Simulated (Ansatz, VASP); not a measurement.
# PbF2 in VASP and in Ansatz

File INCAR:

```
ALGO     = Normal         # electronic algorithm
EDIFF    = 1E-7           # SCF threshold, eV
EDIFFG   = -0.001         # ionic threshold
ENCUT    = 600            # plane-wave cutoff, eV
GGA      = PE             # functional
GGA_COMPAT= F            
IBRION   = 2              # ionic algorithm
ISIF     = 3              # what is computed and relaxed
ISMEAR   = 0              # smearing method
LASPH    = T              # aspherical terms in the spheres
LCHARG   = F              # write CHGCAR
LREAL    = F              # projectors in reciprocal space
LWAVE    = F              # write WAVECAR
NELM     = 120            # most SCF steps
NELMIN   = 4            
NSW      = 80             # ionic steps
PREC     = Accurate       # precision mode
SIGMA    = 0.01           # smearing width, eV
```

KPOINTS

```
k-points
0
Gamma
  8 8 8
```

POSCAR

```
PbF2
1.0
    0.0000000000      2.9999686929      2.9999686929
    2.9999686929      0.0000000000      2.9999686929
    2.9999686929      2.9999686929      0.0000000000
Pb F
1 2
Direct
    0.0000000000      0.0000000000      0.0000000000
    0.2500000000      0.2500000000      0.2500000000
    0.7500000000      0.7500000000      0.7500000000
```

Input for Ansatz:

```yaml
crystal:
  lattice:
    - [0.0, 2.9999686929, 2.9999686929]
    - [2.9999686929, 0.0, 2.9999686929]
    - [2.9999686929, 2.9999686929, 0.0]
  atoms:
    - { symbol: Pb, position: [0.0, 0.0, 0.0] }
    - { symbol: F, position: [0.25, 0.25, 0.25] }
    - { symbol: F, position: [0.75, 0.75, 0.75] }
basis:
  ecutwfc: 420
kpoints:
  mp_grid: { grid: [8, 8, 8] }
hamiltonian:
  xc: pbe
scf:
  occupations: { method: fixed }
output:
  forces: true
  stress: true
  eigenvalues: true
relax:
  adjacent_minimum: "off"
  f_tol: 0.001
  max_steps: 60
  cell: { stress_tol: 0.01 }
```

Alike in both runs: task relaxation of cell and atoms; functional PBE; k mesh 8 × 8 × 8; no spin polarisation.

```csv
,VASP,Ansatz
version,VASP 6.6.1,Ansatz 0.2.0
potentials or method,"VASP PAW PBE potentials, release 64 (Pb_d, F), cutoff 600 eV","scalar-relativistic, plane waves, PAW"
occupations,"gaussian, width 0.01 eV",fixed
valence electrons in the cell,28,28
```

Ansatz gave:

| Property | Result |
| --- | --- |
| gap on the k mesh at the Fermi level, each at its own relaxed structure (eV) | 4.42 |
| relaxed volume (Å³/atom) | 18.01 |
| relaxed cell length with the largest relative difference (Å) | 4.243 |

**Question.** Estimate VASP's values.

**Answer.** gap on the k mesh at the Fermi level, each at its own relaxed structure (eV): 4.42; relaxed volume (Å³/atom): 17.94; relaxed cell length with the largest relative difference (Å): 4.238.

Neither program's run includes spin-orbit coupling.
